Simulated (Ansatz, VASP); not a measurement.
## One calculation of BP4, two programs

```
B P
1.0
     3.19532    0.00000    0.00000
    -1.59766    2.76723    0.00000
     0.00000    0.00000   10.21953
B P
1 4
Direct
  0.66667 0.33333 0.50000
  0.33333 0.66667 0.14899
  0.33333 0.66667 0.85101
  0.00000 0.00000 0.50000
  0.66667 0.33333 0.00000
```

Alike in both runs: task relaxation of cell and atoms; functional PBE; k mesh 12 × 12 × 4; occupations gaussian, width 0.1 eV; no spin polarisation.

```csv
,VASP,Ansatz
version,VASP 6.6.1,Ansatz 0.2.0
potentials or method,"VASP PAW PBE potentials, release 64 (B, P), cutoff 600 eV","scalar-relativistic, plane waves, PAW"
valence electrons in the cell,23,23
```

VASP gave:

| Property | Result |
| --- | --- |
| gap on the k mesh at the Fermi level, each at its own relaxed structure (eV) | none |
| relaxed volume (Å³/atom) | 19.05 |
| relaxed cell length with the largest relative difference (Å) | 10.955 |

Estimate Ansatz's values.

gap on the k mesh at the Fermi level, each at its own relaxed structure (eV): none; relaxed volume (Å³/atom): 19.22; relaxed cell length with the largest relative difference (Å): 11.032.

A gap of «none» marks a metal or a gap that the smearing closes.
